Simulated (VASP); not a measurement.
# Te4W (F-43m) in VASP: single point with PBE

Aim: the single point of Te4W with PBE.

Program: VASP 6.6.1. These are calculated values, not measurements. Logs are shortened: lines on timing, memory, paths and dates and some standing lists are left out, and cuts for length are marked.

## 1. The cell of the first run

Symmetry: F-43m, No. 216, cubic system. Conventional cell: a = 8.714 Å, b = 8.714 Å, c = 8.714 Å, α = 90.00°, β = 90.00°, γ = 90.00°. Within 4.0 Å of Te (site symmetry 3m) lie 6 Te at 3.07 to 3.10 Å and 3 W at 3.61 Å. W (site symmetry -43m) has 12 Te at 3.61 Å within 4.7 Å.

## 2. Single point, PBE

POSCAR

```
Te4W
1.0
    0.0000000000      4.3571981069      4.3571981069
    4.3571981069      0.0000000000      4.3571981069
    4.3571981069      4.3571981069      0.0000000000
Te W
4 1
Direct
    0.3756273946      0.8731178163      0.3756273946
    0.3756273946      0.3756273946      0.3756273946
    0.8731178163      0.3756273946      0.3756273946
    0.3756273946      0.3756273946      0.8731178163
    0.7500000000      0.7500000000      0.7500000000
```

INCAR.step1

```
SYSTEM = Te4W
PREC = Accurate ; ENCUT = 520
EDIFF = 1E-6 ; ISMEAR = 0
SIGMA = 0.1 ; LREAL = .FALSE.
LASPH = .TRUE. ; NELM = 80
ALGO = Normal ; ISIF = 2
LWAVE = .FALSE. ; LCHARG = .TRUE.
LMAXMIX = 4 ; GGA = PE
NBANDS = 27
```

KPOINTS.step1

```
Automatic mesh
0
G
  8 8 8
  0 0 0
```

INCAR.step2

```
SYSTEM = Te4W
PREC = Accurate ; ENCUT = 520
EDIFF = 1E-6 ; ISMEAR = -5
SIGMA = 0.1 ; LREAL = .FALSE.
LASPH = .TRUE. ; NELM = 80
ALGO = Normal ; ISIF = 2
LWAVE = .FALSE. ; LCHARG = .FALSE.
LMAXMIX = 4 ; GGA = PE
LORBIT = 11 ; NBANDS = 27
NEDOS = 2001 ; ICHARG = 11
```

KPOINTS.step2

```
Automatic mesh
0
G
  12 12 12
  0 0 0
```

Potentials or basis: VASP PAW PBE potentials, release 64 (Te, W_sv).

Launch:

```
$ cat potpaw_PBE.64/Te/POTCAR potpaw_PBE.64/W_sv/POTCAR > POTCAR
$ cp INCAR.step1 INCAR
$ cp KPOINTS.step1 KPOINTS
$ mpirun -np 1 vasp_std > vasp.out
$ cp INCAR.step2 INCAR
$ cp KPOINTS.step2 KPOINTS
$ mpirun -np 1 vasp_std > vasp.out
```

OUTCAR:

```text
SYSTEM = Te4W
   PREC = Accurate
   ENCUT = 520
   EDIFF = 1E-6
   ISMEAR = -5
   LREAL = .FALSE.
   LASPH = .TRUE.
   NELM = 80
   ISIF = 2
   GGA = PE
   LORBIT = 11
   ICHARG = 11

 ion  position               nearest neighbor table
   1  0.376  0.873  0.376-   2 3.07   3 3.07   4 3.07   4 3.10   2 3.10   3 3.10
   2  0.376  0.376  0.376-   1 3.07   3 3.07   4 3.07   4 3.10   1 3.10   3 3.10
   3  0.873  0.376  0.376-   1 3.07   2 3.07   4 3.07   2 3.10   4 3.10   1 3.10
   4  0.376  0.376  0.873-   1 3.07   2 3.07   3 3.07   2 3.10   1 3.10   3 3.10
   5  0.750  0.750  0.750-

  LATTYP: Found a face centered cubic cell.
 ALAT       =     8.7143962138

  Lattice vectors:

 A1 = (   0.0000000000,   4.3571981069,   4.3571981069)
 A2 = (   4.3571981069,   0.0000000000,   4.3571981069)
 A3 = (   4.3571981069,   4.3571981069,   0.0000000000)

Analysis of symmetry for initial positions (statically):
=====================================================================
 Subroutine PRICEL returns:
 Original cell was already a primitive cell.

 Routine SETGRP: Setting up the symmetry group for a
 face centered cubic supercell.

 Subroutine GETGRP returns: Found 24 space group operations
 (whereof 24 operations were pure point group operations)
 out of a pool of 48 trial point group operations.

The static configuration has the point symmetry T_d .

Analysis of symmetry for dynamics (positions and initial velocities):
=====================================================================
 Subroutine PRICEL returns:
 Original cell was already a primitive cell.

 Routine SETGRP: Setting up the symmetry group for a
 face centered cubic supercell.

 Subroutine GETGRP returns: Found 24 space group operations
 (whereof 24 operations were pure point group operations)
 out of a pool of 48 trial point group operations.

The dynamic configuration has the point symmetry T_d .

 Subroutine INISYM returns: Found 24 space group operations
 (whereof 24 operations are pure point group operations),
 and found     1 'primitive' translations

----------------------------------------------------------------------------------------

                                     Primitive cell

  volume of cell :     165.4443

  direct lattice vectors                    reciprocal lattice vectors
     0.000000000  4.357198107  4.357198107    -0.114752643  0.114752643  0.114752643
     4.357198107  0.000000000  4.357198107     0.114752643 -0.114752643  0.114752643
     4.357198107  4.357198107  0.000000000     0.114752643  0.114752643 -0.114752643

  length of vectors
     6.162008657  6.162008657  6.162008657     0.198757408  0.198757408  0.198757408

  position of ions in fractional coordinates (direct lattice)
     0.375627395  0.873117816  0.375627395
     0.375627395  0.375627395  0.375627395
     0.873117816  0.375627395  0.375627395
     0.375627395  0.375627395  0.873117816
     0.750000000  0.750000000  0.750000000

  ion indices of the primitive-cell ions
   primitive index   ion index
                 1           1
                 2           2
                 3           3
                 4           4
                 5           5

----------------------------------------------------------------------------------------

 KPOINTS: Automatic mesh

Automatic generation of k-mesh.
 Grid dimensions read from file:
 generate k-points for:   12   12   12

 Generating k-lattice:

  Cartesian coordinates                     Fractional coordinates (reciprocal lattice)
    -0.009562720  0.009562720  0.009562720     0.083333333  0.000000000  0.000000000
     0.009562720 -0.009562720  0.009562720     0.000000000  0.083333333  0.000000000
     0.009562720  0.009562720 -0.009562720     0.000000000  0.000000000  0.083333333

  Length of vectors
     0.016563117  0.016563117  0.016563117

  Shift w.r.t. Gamma in fractional coordinates (k-lattice)
     0.000000000  0.000000000  0.000000000

 TETIRR: Found    247 inequivalent tetrahedra from    10368

 Subroutine IBZKPT returns following result:
 ===========================================

 Found     72 irreducible k-points:

 Following reciprocal coordinates:
            Coordinates               Weight
  0.000000  0.000000  0.000000      1.000000
  0.083333  0.000000  0.000000      8.000000
  0.166667  0.000000  0.000000      8.000000
  0.250000  0.000000  0.000000      8.000000
  0.333333  0.000000  0.000000      8.000000
  0.416667  0.000000  0.000000      8.000000
[... 16 lines left out ...]
  0.500000  0.166667  0.000000     24.000000
 -0.416667  0.166667  0.000000     24.000000
 [... further k-points ...]
   k-points           NKPTS =     72   k-points in BZ     NKDIM =     72   number of bands    NBANDS=     27
   number of dos      NEDOS =   2001   number of ions     NIONS =      5
   total plane-waves  NPLWV = 110592
   dimension x,y,z NGX =    48 NGY =   48 NGZ =   48
   dimension x,y,z NGXF=    96 NGYF=   96 NGZF=   96
   ions per type =               4   1
   NGX,Y,Z   is equivalent  to a cutoff of  12.95, 12.95, 12.95 a.u.
   NGXF,Y,Z  is equivalent  to a cutoff of  25.90, 25.90, 25.90 a.u.
 SYSTEM =  Te4W
   PREC   = accura    normal or accurate (medium, high low for compatibility)
   ISTART =      0    job   : 0-new  1-cont  2-samecut
   ICHARG =     11    charge: 1-file 2-atom 10-const
   ISPIN  =      1    spin polarized calculation?
   LNONCOLLINEAR =      F non collinear calculations
   LSORBIT =      F    spin-orbit coupling
   LASPH  =      T    aspherical Exc in radial PAW
   ENCUT  =  520.0 eV  38.22 Ry    6.18 a.u.  11.46 11.46 11.46*2*pi/ulx,y,z
   NELM   =     80;   NELMIN=  2; NELMDL=  0     # of ELM steps
   EDIFF  = 0.1E-05   stopping-criterion for ELM
   LREAL  =      F    real-space projection
   EDIFFG = 0.1E-04   stopping-criterion for IOM
   NSW    =      0    number of steps for IOM
   IBRION =     -1    ionic relax: 0-MD 1-quasi-New 2-CG
   NFREE  =      0    steps in history (QN), initial steepest desc. (CG)
   ISIF   =      2    stress and relaxation
   ISYM   =      2    0-nonsym 1-usesym 2-fastsym
   POTIM  = 0.5000    time-step for ionic-motion
   TEBEG  =    0.0;   TEEND  =   0.0 temperature during run
   PSTRESS=    0.0 pullay stress
   NELECT =      38.0000    total number of electrons
   NUPDOWN=      -1.0000    fix difference up-down
   EMIN   =  10.00;   EMAX   =-10.00  energy-range for DOS
   EFERMI =   0.00;   METHOD = LEGACY
   ISMEAR =    -5;   SIGMA  =   0.10  broadening in eV -4-tet -1-fermi 0-gaus
   EFERMI_NEDOS =   21; number of points for ismear=-14 and -15
   IALGO  =     38    algorithm
   IMIX   =      4    mixing-type and parameters
     AMIX     =   0.40;   BMIX     =  1.00
     AMIX_MAG =   1.60;   BMIX_MAG =  1.00
  volume/ion in A,a.u.               =      33.09       223.29
  Fermi-wavevector in a.u.,A,eV,Ry     =   1.002579  1.894600 13.676103  1.005165
  Thomas-Fermi vector in A             =   2.135076
   LORBIT       =     11    0 simple, 1 ext, 2 COOP (PROOUT), +10 PAW based schemes
   GGA     = PE    functional components
   LHFCALC =     F    Hartree Fock is set to
   AEXX    =    0.0000 exact exchange contribution
   IVDW    =     0    specifies the selected vdW correction
   LEPSILON=     F    determine dielectric tensor
   LRPA    =     F    only Hartree local field effects (RPA)
 non-spin polarized calculation
 Fermi weights with tetrahedron method with Bloechl corrections
  energy-cutoff  :      520.00
  volume of cell :      165.44
 maximum number of plane-waves:      4520
 NGX is ok and might be reduce to    48

 number of electron      38.0000001 magnetization

 Free energy of the ion-electron system (eV)
  ---------------------------------------------------
  ext. energy  EPLUGINS =         0.00000000
  ---------------------------------------------------
  free energy    TOTEN  =       -16.91204130 eV

  energy without entropy =      -16.91204130  energy(sigma->0) =      -16.91204130

 E-fermi :   6.0577     XC(G=0):  -9.1417

 val. band max:        6.0746184051   @ k =  -0.0833   0.0833   0.0000
 cond. band min:       6.0513399652   @ k =   0.2500   0.2500   0.0000
 fundamental gap:     -0.0232784399
 Fermi energy:         6.0577423897

 k-point     1 :       0.0000    0.0000    0.0000
  band No.  band energies     occupation
      1     -68.4559      2.00000
      2     -32.5914      2.00000
      3     -32.5914      2.00000
      4     -32.5914      2.00000
      5      -8.4206      2.00000
      6      -4.4908      2.00000
[... 19 lines left out ...]
     26       8.1779      0.00000
     27       9.0991      0.00000

 k-point     2 :       0.0833    0.0000    0.0000
  band No.  band energies     occupation
      1     -68.4558      2.00000
      2     -32.5915      2.00000
      3     -32.5914      2.00000
      4     -32.5914      2.00000
      5      -8.3923      2.00000
      6      -4.6495      2.00000
[... 19 lines left out ...]
     26       8.2914      0.00000
     27       8.9113      0.00000

 k-point     3 :       0.1667    0.0000    0.0000
  band No.  band energies     occupation
      1     -68.4558      2.00000
      2     -32.5915      2.00000
      3     -32.5914      2.00000
      4     -32.5914      2.00000
      5      -8.3094      2.00000
      6      -5.0220      2.00000
[... 594 lines left out ...]
      1     -68.4558      2.00000
      2     -32.5915      2.00000
      3     -32.5915      2.00000
      4     -32.5915      2.00000
      5      -7.7200      2.00000
      6      -6.3866      2.00000
[... 19 lines left out ...]
     26       8.7124      0.00000
     27       9.1834      0.00000

 k-point    24 :      -0.4167    0.1667    0.0000
  band No.  band energies     occupation
      1     -68.4558      2.00000
      2     -32.5915      2.00000
      3     -32.5915      2.00000
      4     -32.5915      2.00000
      5      -7.6985      2.00000
      6      -6.4206      2.00000
[... 19 lines left out ...]
     26       8.7368      0.00000
     27       9.2315      0.00000

 [... further k-points ...]

------------------------ aborting loop because EDIFF is reached ----------------------------------------

  FORCE on cell =-STRESS in cart. coord.  units (eV):
  Direction    XX          YY          ZZ          XY          YZ          ZX
  --------------------------------------------------------------------------------------
  -------------------------------------------------------------------------------------
  Total       -0.0605130     -0.0605130     -0.0605130      0.0000000      0.0000000      0.0000000
  in kB       -0.5860135     -0.5860135     -0.5860135      0.0000000      0.0000000      0.0000000
  external PRESSURE =      -0.5860135 kB  Pullay stress =       0.0000000 kB

 VOLUME and BASIS-vectors are now :
 -----------------------------------------------------------------------------
  energy-cutoff  :      520.00
  volume of cell :      165.44
      direct lattice vectors                 reciprocal lattice vectors
     0.000000000  4.357198107  4.357198107    -0.114752643  0.114752643  0.114752643
     4.357198107  0.000000000  4.357198107     0.114752643 -0.114752643  0.114752643
     4.357198107  4.357198107  0.000000000     0.114752643  0.114752643 -0.114752643

 POSITION                                       TOTAL-FORCE (eV/Angst)
 -----------------------------------------------------------------------------------
      5.44103      3.27337      5.44103        -0.000519      0.000519     -0.000519
      3.27337      3.27337      3.27337         0.000519      0.000519      0.000519
      3.27337      5.44103      5.44103         0.000519     -0.000519     -0.000519
      5.44103      5.44103      3.27337        -0.000519     -0.000519      0.000519
      6.53580      6.53580      6.53580        -0.000000     -0.000000     -0.000000
 -----------------------------------------------------------------------------------
    total drift:                                0.000113      0.000113      0.000113

  FREE ENERGIE OF THE ION-ELECTRON SYSTEM (eV)
  ---------------------------------------------------
  free  energy   TOTEN  =       -16.9120412976 eV

  energy  without entropy=      -16.9120412976  energy(sigma->0) =      -16.91204130

 total charge

# of ion       s       p       d       tot
------------------------------------------
    1        1.454   1.758   0.070   3.281
    2        1.454   1.758   0.070   3.281
    3        1.454   1.758   0.070   3.281
    4        1.454   1.758   0.070   3.281
    5        2.355   5.987   3.208  11.550
--------------------------------------------------
tot          8.170  13.019   3.487  24.675
```

It took 8.6 min on 1 thread of Intel Xeon 8259CL, shared host; peak memory 0.49 GiB.

What came out:

* Valence electrons inside the program's atomic spheres: Te 3.28; W 11.55

Caveat: spin-orbit coupling is left out, which moves the levels of the heavy elements.
